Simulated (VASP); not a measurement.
Write the native input for VASP 6.6.1 that does the following.

```
Task                   : electric field gradients
Functional             : PBE
Potentials or basis    : VASP PAW PBE potentials, release 64 (Ba_sv, O)
Cutoff                 : 520 eV
k mesh                 : 9 × 9 × 9
Occupations            : fermi-dirac, width 0.02 eV
Spin                   : no spin polarisation
Dipole correction      : no
Further INCAR settings : ALGO = Normal; EDIFF = 1e-08; NBANDS = 15
```

The structure of BaO lies in POSCAR:

```
BaO
1.0
    0.0000000000      2.7727283034      2.7727283034
    2.7727283034      0.0000000000      2.7727283034
    2.7727283034      2.7727283034      0.0000000000
Ba O
1 1
Direct
    0.0000000000      0.0000000000      0.0000000000
    0.5000000000      0.5000000000      0.5000000000
```

This cell differs from its parent crystal: volume scaled by 1.025.

One way to write it, as run:

INCAR

```
PREC = Accurate
ENCUT = 520
EDIFF = 1E-8
ISMEAR = -1
SIGMA = 0.02
LREAL = False
LASPH = True
NELM = 120
ALGO = Normal
ISIF = 2
LWAVE = False
LCHARG = False
GGA = PE
LEFG = True
NBANDS = 15
GGA_COMPAT = False
```

KPOINTS

```
regular mesh
0
Gamma
  9 9 9
```

Potentials or basis: VASP PAW PBE potentials, release 64 (Ba_sv, O).

Run with:

```bash
$ cat potpaw_PBE.64/Ba_sv/POTCAR potpaw_PBE.64/O/POTCAR > POTCAR
$ mpirun -np 1 vasp_std > vasp.out
```

Results of the run:

```json
{
 "Pressure": "2.8 GPa",
 "Band gap on the k mesh": "2.07 eV, indirect (least direct gap 2.18 eV)"
}
```

Caveat: without QUAD_EFG the Cq values of the log hold for a quadrupole moment of 1 mb, not for the nuclei; spin-orbit coupling is left out, which moves the levels of the heavy elements.

Run time: 34 s on 1 thread of Intel(R) Xeon(R) Platinum 8259CL CPU @ 2.50GHz (Skylake/Cascade Lake) (shared host), peak memory 0.18 GiB.
